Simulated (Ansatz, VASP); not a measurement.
**Two plane-wave programs on Be**

INCAR

```
SYSTEM = Be
PREC = Accurate
ENCUT = 520
EDIFF = 1E-6
ISMEAR = 0
SIGMA = 0.1
LREAL = .False.
LASPH = .True.
NELM = 60
ALGO = Normal
ISIF = 2
LWAVE = .False.
LCHARG = .False.
GGA = PE
NBANDS = 12
```

File KPOINTS:

```
Automatic mesh
0
Gamma
  12 12 18
  0 0 0
```

POSCAR

```
Be
1.0
    4.0212681255      0.0000000000      0.0000000000
    0.0000000000      4.0212681255      0.0000000000
    0.0000000000      0.0000000000      2.2430685600
Be
4
Direct
    0.3162802147      0.3162802147      0.0000000000
    0.6837197853      0.6837197853      0.0000000000
    0.1837197853      0.8162802147      0.5000000000
    0.8162802147      0.1837197853      0.5000000000
```

Input for Ansatz:

```yaml
crystal:
  lattice:
    - [4.0212681255, 0.0, 0.0]
    - [0.0, 4.0212681255, 0.0]
    - [0.0, 0.0, 2.24306856]
  atoms:
    - { symbol: Be, position: [0.3162802147, 0.3162802147, 0.0] }
    - { symbol: Be, position: [0.6837197853, 0.6837197853, 0.0] }
    - { symbol: Be, position: [0.1837197853, 0.8162802147, 0.5] }
    - { symbol: Be, position: [0.8162802147, 0.1837197853, 0.5] }
basis:
  ecutwfc: 420
kpoints:
  mp_grid: { grid: [12, 12, 18] }
hamiltonian:
  xc: pbe
scf:
  occupations: { method: gaussian, width: 0.1 }
output:
  forces: true
  stress: true
  eigenvalues: true
```

Alike in both runs: task single point; functional PBE; k mesh 12 × 12 × 18; occupations gaussian, width 0.1 eV; no spin polarisation.

|  | VASP | Ansatz |
| --- | --- | --- |
| version | VASP 6.6.1 | Ansatz 0.2.0 |
| potentials or method | VASP PAW PBE potentials, release 64 (Be), cutoff 520 eV | scalar-relativistic, plane waves, PAW |
| valence electrons in the cell | 8 | 8 |

```tsv
	VASP	Ansatz	Ansatz less VASP
gap on the k mesh at the Fermi level (eV)	none	none	-
pressure (GPa)	-10.1	-10.2	-0.09
traceless stress, the component that is largest in VASP (GPa)	7.80	7.81	+0.006
rms of the force components (eV/Å)	0.346	0.344	-0.0018
```

Atom by atom the forces differ by 0.002 eV/Å (rms over components). A gap of «none» marks a metal or a gap that the smearing closes. The functional is the same, so the differences come from potentials, cutoffs and numerics.
